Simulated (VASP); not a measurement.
A run of VASP 6.6.1:

POSCAR

```
Ba
1.0
    3.4703911695     -2.7936675585      0.0000000000
    3.4703911695      2.7936675585      0.0000000000
    0.0000000000      0.0000000000     13.7684901019
Ba
4
Direct
    0.7512638320      0.2487361680      0.1243831272
    0.7487361680      0.2512638320      0.6243831272
    0.2487361680      0.7512638320      0.8756168728
    0.2512638320      0.7487361680      0.3756168728
```

File INCAR.step1:

```
ALGO     = Normal         # electronic algorithm
EDIFF    = 1E-4           # SCF threshold, eV
ENCUT    = 520            # plane-wave cutoff, eV
GGA      = PE             # functional
ISMEAR   = 0              # smearing method
LASPH    = True           # aspherical terms in the spheres
LCHARG   = False          # write CHGCAR
LREAL    = False          # projectors in reciprocal space
LWAVE    = True           # write WAVECAR
NBANDS   = 28             # bands
NELM     = 100            # most SCF steps
PREC     = Accurate       # precision mode
SIGMA    = 0.1            # smearing width, eV
```

File INCAR.step2:

```
ALGO     = Normal         # electronic algorithm
EDIFF    = 1E-6           # SCF threshold, eV
ENCUT    = 520            # plane-wave cutoff, eV
ISIF     = 2              # what is computed and relaxed
ISMEAR   = 0              # smearing method
ISTART   = 1            
LASPH    = True           # aspherical terms in the spheres
LCHARG   = False          # write CHGCAR
LMIXTAU  = True         
LREAL    = False          # projectors in reciprocal space
LWAVE    = False          # write WAVECAR
METAGGA  = R2SCAN         # meta-GGA
NBANDS   = 28             # bands
NELM     = 100            # most SCF steps
PREC     = Accurate       # precision mode
SIGMA    = 0.1            # smearing width, eV
```

The input KPOINTS:

```
k-points
0
Gamma
  4 4 2
```

Potentials or basis: VASP PAW PBE potentials, release 64 (Ba_sv).

The run is started by

```sh
$ cat potpaw_PBE.64/Ba_sv/POTCAR > POTCAR
$ cp INCAR.step1 INCAR
$ mpirun -np 1 vasp_std > vasp.out
$ cp INCAR.step2 INCAR
$ mpirun -np 1 vasp_std > vasp.out
```

Hardware: 1 thread of Intel(R) Xeon(R) Platinum 8259CL CPU @ 2.50GHz (Skylake/Cascade Lake), on a shared host.

Problem. How long does it take, and how much memory?

Solution. It took 8.3 min on 1 thread of Intel(R) Xeon(R) Platinum 8259CL CPU @ 2.50GHz (Skylake/Cascade Lake), on a shared host, peak memory 0.4 GiB. Counts: k points 14.
